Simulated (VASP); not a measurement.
Set up this calculation in VASP 6.6.1, as the native input.

```yaml
Task: single point
Functional: r2SCAN
Potentials_or_basis: VASP PAW PBE potentials, release 64 (La)
Cutoff: 520 eV
k_mesh: 8 × 8 × 5
Occupations: fermi-dirac, width 0.05 eV
Spin: no spin polarisation
Dipole_correction: no
Further_INCAR_settings: ALGO = Normal; EDIFF = 1e-07; NBANDS = 18
```

Crystal: La.

```
La
1.0
     3.67345    0.00000    0.00000
    -1.83672    3.18130    0.00000
     0.00000    0.00000    5.94609
La
2
Cartesian
  1.8367 1.0604 4.4596
  0.0000 2.1209 1.4865
```

These files were run (other wordings do the same):

POSCAR

```
La
1.0
    3.6734479077      0.0000000000      0.0000000000
   -1.8367239538      3.1812992075      0.0000000000
    0.0000000000      0.0000000000      5.9460876799
La
2
Direct
    0.6666666667      0.3333333333      0.7500000000
    0.3333333333      0.6666666667      0.2500000000
```

INCAR.step1

```
PREC     = Accurate       # precision mode
ENCUT    = 520            # plane-wave cutoff, eV
ISMEAR   = -1             # smearing method
SIGMA    = 0.05           # smearing width, eV
LREAL    = F              # projectors in reciprocal space
LASPH    = T              # aspherical terms in the spheres
NELM     = 60             # most SCF steps
NBANDS   = 18             # bands
GGA      = PE             # functional
ALGO     = Normal         # electronic algorithm
EDIFF    = 1E-4           # SCF threshold, eV
LWAVE    = T              # write WAVECAR
LCHARG   = F              # write CHGCAR
```

INCAR.step2

```
PREC     = Accurate       # precision mode
ENCUT    = 520            # plane-wave cutoff, eV
EDIFF    = 1E-7           # SCF threshold, eV
ISMEAR   = -1             # smearing method
SIGMA    = 0.05           # smearing width, eV
LREAL    = F              # projectors in reciprocal space
LASPH    = T              # aspherical terms in the spheres
NELM     = 60             # most SCF steps
ALGO     = Normal         # electronic algorithm
ISIF     = 2              # what is computed and relaxed
LWAVE    = F              # write WAVECAR
LCHARG   = F              # write CHGCAR
METAGGA  = R2SCAN         # meta-GGA
LMIXTAU  = T            
NBANDS   = 18             # bands
ISTART   = 1
```

KPOINTS

```
regular mesh
0
Gamma
  8 8 5
```

Potentials or basis: VASP PAW PBE potentials, release 64 (La).

Run with:

```sh
$ cat potpaw_PBE.64/La/POTCAR > POTCAR
$ cp INCAR.step1 INCAR
$ mpirun -np 1 vasp_std > vasp.out
$ cp INCAR.step2 INCAR
$ mpirun -np 1 vasp_std > vasp.out
```

Results of the run:

- Pressure: 2.6 GPa
- Band gap on the k mesh: zero (band 11 reaches 9.94 eV, above the bottom of band 12 at 8.38 eV)

Caveat: the PAW data sets were made with another functional, which shifts forces and pressure a little; spin-orbit coupling is left out, which moves the levels of the heavy elements.

Run time: 120 s on 1 thread of Intel(R) Xeon(R) 6975P-C (Granite Rapids), with other jobs on the host, peak memory 0.21 GiB.
